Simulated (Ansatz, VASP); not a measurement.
**Two plane-wave programs on SiC**

```
CELL_PARAMETERS angstrom
3.19820 0.00000 0.00000
-1.59910 2.76972 0.00000
0.00000 0.00000 5.25009
ATOMIC_POSITIONS crystal
Si 0.33333 0.66667 0.00460
Si 0.66667 0.33333 0.50460
C 0.33333 0.66667 0.38040
C 0.66667 0.33333 0.88040
```

Change from the starting cell: strain +0.040 along x and y, +0.040 along z, atoms carried along.

Alike in both runs: task single point; functional r2SCAN; k mesh 12 × 12 × 6; occupations gaussian, width 0.05 eV; no spin polarisation.

|  | VASP | Ansatz |
| --- | --- | --- |
| version | VASP 6.6.1 | Ansatz 0.2.0 |
| potentials or method | VASP PAW PBE potentials, release 64 (Si, C), cutoff 520 eV | scalar-relativistic, plane waves, PAW |
| valence electrons in the cell | 16 | 16 |

|  | VASP | Ansatz | Ansatz less VASP |
| --- | --- | --- | --- |
| gap on the k mesh at the Fermi level (eV) | 2.82 | 2.81 | -0.005 |
| least direct gap on the mesh (eV) | 4.20 | 4.20 | -0.006 |
| pressure (GPa) | -21.3 | -21.2 | +0.10 |
| traceless stress, the component that is largest in VASP (GPa) | 0.37 | 0.36 | -0.007 |
| rms of the force components (eV/Å) | 0.012 | 0.012 | +0.0002 |

VASP's potentials were made for PBE, not for r2SCAN. Atom by atom the forces differ by 0.000 eV/Å (rms over components).
